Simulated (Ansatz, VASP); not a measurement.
SiC in VASP and in Ansatz

INCAR

```
SYSTEM = SiC
PREC = Accurate ; ENCUT = 520
EDIFF = 1E-6 ; ISMEAR = 0
SIGMA = 0.05 ; LREAL = .FALSE.
LASPH = .TRUE. ; NELM = 80
ALGO = Normal ; ISIF = 2
LWAVE = .FALSE. ; LCHARG = .FALSE.
GGA = CA ; IBRION = 2
NSW = 50 ; EDIFFG = -0.01
```

Contents of KPOINTS:

```
regular mesh
0
G
  12 12 6
  0 0 0
```

File POSCAR:

```
SiC
1.0
    2.8076198150      0.0000000000      0.0000000000
   -1.4038099075      2.4314700839      0.0000000000
    0.0000000000      0.0000000000      4.9927903170
Si C
2 2
Direct
    0.3333333333      0.6666666667      0.0046041256
    0.6666666667      0.3333333333      0.5046041256
    0.3333333333      0.6666666667      0.3803958744
    0.6666666667      0.3333333333      0.8803958744
```

Input for Ansatz:

```yaml
crystal:
  lattice:
    - [2.807619815, 0.0, 0.0]
    - [-1.4038099075, 2.4314700839, 0.0]
    - [0.0, 0.0, 4.992790317]
  atoms:
    - { symbol: Si, position: [0.3333333333, 0.6666666667, 0.0046041256] }
    - { symbol: Si, position: [0.6666666667, 0.3333333333, 0.5046041256] }
    - { symbol: C, position: [0.3333333333, 0.6666666667, 0.3803958744] }
    - { symbol: C, position: [0.6666666667, 0.3333333333, 0.8803958744] }
basis:
  ecutwfc: 520.0
kpoints:
  mp_grid: { grid: [12, 12, 6] }
hamiltonian:
  xc: lda
  pseudopotentials: { kind: paw, azcp: { folder: soft_1 } }
scf:
  occupations: { method: gaussian, width: 0.05 }
output:
  forces: true
  stress: true
  eigenvalues: true
relax:
  adjacent_minimum: "off"
  f_tol: 0.01
  max_steps: 30
```

Alike in both runs: task relaxation of the atoms; functional LDA; k mesh 12 × 12 × 6; occupations gaussian, width 0.05 eV; no spin polarisation.

|  | VASP | Ansatz |
| --- | --- | --- |
| version | VASP 6.6.1 | Ansatz 0.2.0 |
| potentials or method | VASP PAW LDA potentials, release 64 (Si, C), cutoff 520 eV | scalar-relativistic, plane waves, PAW |
| valence electrons in the cell | 16 | 16 |

VASP gave:

* gap on the k mesh at the Fermi level, each at its own relaxed structure (eV): 0.82

**Question.** Which values does Ansatz return?

**Answer.** gap on the k mesh at the Fermi level, each at its own relaxed structure (eV): 0.84.

Ansatz warns that its potentials were made for another functional, while VASP's fit it. LDA's correlation is that of Perdew and Zunger in VASP and of Perdew and Wang (1992) in Ansatz. Ansatz's warnings: stress scf threshold loose.
